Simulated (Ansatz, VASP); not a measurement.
## NbP3 in VASP and in Ansatz

```
Nb P
1.0
    -1.84607    1.84607    4.34982
     1.84607   -1.84607    4.34982
     1.84607    1.84607   -4.34982
Nb P
1 3
Direct
  0.00000 0.00000 0.00000
  0.50000 0.50000 0.00000
  0.25000 0.75000 0.50000
  0.75000 0.25000 0.50000
```

Alike in both runs: functional PBE; k mesh 6 × 6 × 6; occupations gaussian, width 0.1 eV; no spin polarisation.

Ansatz relaxed the structure, and its values are those at the end. VASP's run is a single point on that final structure, the one shown.

```csv
,VASP,Ansatz
version,VASP 6.6.1,Ansatz 0.2.0
potentials or method,"VASP PAW PBE potentials, release 64 (Nb_sv, P), cutoff 520 eV","scalar-relativistic, plane waves, PAW"
valence electrons in the cell,28,28
```

Ansatz gave:

```
gap on the k mesh at the Fermi level (eV) : none
pressure (GPa)                            : 0.0
```

What did VASP give for the same quantities?

gap on the k mesh at the Fermi level (eV): none; pressure (GPa): -0.2.

A gap of «none» marks a metal or a gap that the smearing closes.

The k mesh is coarse, so the values compare programs but aren't converged.
